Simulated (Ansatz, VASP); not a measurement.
One calculation of Ca2Ge3N, two programs

Contents of INCAR:

```
SYSTEM = Ca2Ge3N
  PREC = Accurate
  ENCUT = 520
  EDIFF = 1E-7
  ISMEAR = 0
  SIGMA = 0.1
  LREAL = .False.
  LASPH = .True.
  NELM = 60
  ALGO = Normal
  ISIF = 2
  LWAVE = .False.
  LCHARG = .True.
  GGA = PE
  LELF = .True.
  LVHAR = .True.
  NBANDS = 42
```

Contents of KPOINTS:

```
Automatic mesh
0
Gamma
  6 6 2
  0 0 0
```

The input POSCAR:

```
Ca2Ge3N
1.0
    4.0437377600      0.0000000000      0.0000000000
   -2.0218688800      3.5019796300      0.0000000000
    0.0000000000      0.0000000000      8.7632912400
Ca Ge N
2 3 1
Direct
    0.3333333300      0.6666666700      0.5000000000
    0.6666666700      0.3333333300      0.5000000000
    0.0000000000      0.0000000000      0.3052262900
    0.0000000000      0.0000000000      0.6947737100
    0.0000000000      0.0000000000      0.5000000000
    0.0000000000      0.0000000000      0.0000000000
```

Input for Ansatz:

```yaml
crystal:
  lattice:
    - [4.04373776, 0.0, 0.0]
    - [-2.02186888, 3.50197963, 0.0]
    - [0.0, 0.0, 8.76329124]
  atoms:
    - { symbol: Ca, position: [0.33333333, 0.66666667, 0.5] }
    - { symbol: Ca, position: [0.66666667, 0.33333333, 0.5] }
    - { symbol: Ge, position: [0.0, 0.0, 0.30522629] }
    - { symbol: Ge, position: [0.0, 0.0, 0.69477371] }
    - { symbol: Ge, position: [0.0, 0.0, 0.5] }
    - { symbol: "N", position: [0.0, 0.0, 0.0] }
basis:
  ecutwfc: 420
kpoints:
  mp_grid: { grid: [6, 6, 2] }
hamiltonian:
  xc: pbe
scf:
  occupations: { method: gaussian, width: 0.1 }
  lower_state_search: "off"
output:
  forces: true
  stress: true
  eigenvalues: true
```

Alike in both runs: task single point; functional PBE; k mesh 6 × 6 × 2; occupations gaussian, width 0.1 eV; no spin polarisation.

|  | VASP | Ansatz |
| --- | --- | --- |
| version | VASP 6.6.1 | Ansatz 0.2.0 |
| potentials or method | VASP PAW PBE potentials, release 64 (Ca_sv, Ge_d, N), cutoff 520 eV | scalar-relativistic, plane waves, PAW |
| valence electrons in the cell | 67 | 67 |

Ansatz gave:

```
gap on the k mesh at the Fermi level (eV) : none
rms of the force components (eV/Å)        : 9.439
```

Task: What did VASP give for the same quantities?

Result: gap on the k mesh at the Fermi level (eV): none; rms of the force components (eV/Å): 10.191.

Atom by atom the forces differ by 0.751 eV/Å (rms over components). A gap of «none» marks a metal or a gap that the smearing closes. The functional is the same, so the differences come from potentials, cutoffs and numerics.
